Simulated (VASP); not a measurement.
Wanted: the native input for a VASP 6.6.1 run.

```
Task                   : relaxation of cell and atoms
Functional             : PBE
Potentials or basis    : VASP PAW PBE potentials, release 64 (In_d, Ga_d, P)
Cutoff                 : 600 eV
k mesh                 : 4 × 4 × 4
Occupations            : gaussian, width 0.1 eV
Spin                   : no spin polarisation
Dipole correction      : no
Further INCAR settings : ALGO = Normal; EDIFF = 1e-06; IBRION = 2; EDIFFG = -0.04; NSW = 90; ISIF = 3
```

The structure of In3GaP4 lies in POSCAR:

```
In3GaP4
1.0
    5.5956334900      0.0000000000      0.0000000000
    0.0000000000      5.5956334900      0.0000000000
    0.0000000000      0.0000000000      5.5956334900
In Ga P
3 1 4
Direct
    0.5000000000      0.0000000000      0.5000000000
    0.5000000000      0.5000000000      0.0000000000
    0.0000000000      0.5000000000      0.5000000000
    0.0000000000      0.0000000000      0.0000000000
    0.0000000000      0.5000000000      0.0000000000
    0.5000000000      0.5000000000      0.5000000000
    0.0000000000      0.0000000000      0.5000000000
    0.5000000000      0.0000000000      0.0000000000
```

The input as run:

INCAR

```
  ALGO = Normal
  EDIFF = 1E-6
  EDIFFG = -0.04
  ENCUT = 600
  GGA = PE
  IBRION = 2
  ISIF = 3
  ISMEAR = 0
  LASPH = True
  LCHARG = False
  LREAL = False
  LWAVE = False
  NELM = 60
  NSW = 90
  PREC = Accurate
  SIGMA = 0.1
```

KPOINTS

```
k-points
0
Gamma
  4 4 4
```

Potentials or basis: VASP PAW PBE potentials, release 64 (In_d, Ga_d, P).

Command:

```sh
$ cat potpaw_PBE.64/In_d/POTCAR potpaw_PBE.64/Ga_d/POTCAR potpaw_PBE.64/P/POTCAR > POTCAR
$ mpirun -np 1 vasp_std > vasp.out
```

It gave:

```yaml
Relaxed_volume: 20.37 Å³/atom
Relaxed_cell: a = 5.462 Å, b = 5.462 Å, c = 5.462 Å, α = 90.00°, β = 90.00°, γ = 90.00°
Space_group_after_relaxing_to_0.1_Å: Pm-3m (No. 221)
Energy_gained_by_relaxing: 23.4 meV/atom
Ionic_steps: 3
Pressure_after_relaxing: 0.0 GPa
Band_gap_on_the_k_mesh: zero (bands 36 and 37 overlap by 0.82 eV)
```

Caveat: spin-orbit coupling is left out, which moves the levels of the heavy elements.

It took 4.9 min on 1 thread of Intel(R) Xeon(R) Platinum 8488C (Sapphire Rapids), with other jobs on the host, peak memory 0.38 GiB.
